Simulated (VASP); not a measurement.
Set up this calculation in VASP 6.6.1, as the native input.

* Task: single point
* Functional: PBEsol
* Potentials or basis: VASP PAW PBE potentials, release 64 (Ru_pv, Al)
* Cutoff: 520 eV
* k mesh: 2 × 2 × 2
* Occupations: fermi-dirac, width 0.1 eV
* Spin: no spin polarisation
* Dipole correction: no
* Further INCAR settings: LREAL = Auto; ALGO = Normal; EDIFF = 1e-07; NBANDS = 80

The structure of Al7Ru8 (a cell with a defect) lies in POSCAR:

```
Al7Ru8
1.0
    6.0601640000      0.0000000000      0.0000000000
    0.0000000000      6.0601640000      0.0000000000
    0.0000000000      0.0000000000      6.0601640000
Ru Al
8 7
Direct
    0.2517088646      0.2528325966      0.2503046122
    0.2517303162      0.2527642816      0.7465969568
    0.2517486325      0.7491267563      0.2502932264
    0.2517403819      0.7491614088      0.7466048774
    0.7481241432      0.2528126302      0.2502168258
    0.7480828902      0.2527451402      0.7466251738
    0.7480911408      0.7491369871      0.2502130305
    0.7480507128      0.7491846755      0.7466499256
   -0.0000486786      0.0009785214     -0.0015502881
   -0.0001151784      0.0009451889      0.4983842021
   -0.0000539589      0.5009956826     -0.0016205832
   -0.0001978494      0.5010057484      0.4985005356
    0.4998460438      0.0010120188     -0.0015063949
    0.4999320150      0.0009887521      0.4984038386
    0.4998976925      0.5009446939     -0.0015992967
```

These files were run (other wordings do the same):

INCAR

```
SYSTEM = Al7Ru8
PREC = Accurate
ENCUT = 520
EDIFF = 1E-7
ISMEAR = -1
SIGMA = 0.1
LREAL = Auto
LASPH = .True.
NELM = 60
ALGO = Normal
ISIF = 2
LWAVE = .False.
LCHARG = .False.
GGA = PS
NBANDS = 80
```

KPOINTS

```
regular mesh
0
Gamma
  2 2 2
  0 0 0
```

Potentials or basis: VASP PAW PBE potentials, release 64 (Ru_pv, Al).

Run with:

```bash
$ cat potpaw_PBE.64/Ru_pv/POTCAR potpaw_PBE.64/Al/POTCAR > POTCAR
$ mpirun -np 1 vasp_std > vasp.out
```

It gave:

```yaml
Pressure: -15.8 GPa
Largest_force: 0.004 eV/Å
Band_gap_on_the_k_mesh: zero (an odd number of electrons rules out a gap without spin polarisation)
```

Caveat: the k points lie up to 0.52 Å⁻¹ apart, too coarse for converged energies and pressures of a metal; the PAW data sets were made with another functional, which shifts forces and pressure a little.

Wall time 4.2 min on 1 thread of AMD EPYC 9R45 96-Core Processor (Zen 5) (shared host), peak memory 0.33 GiB.
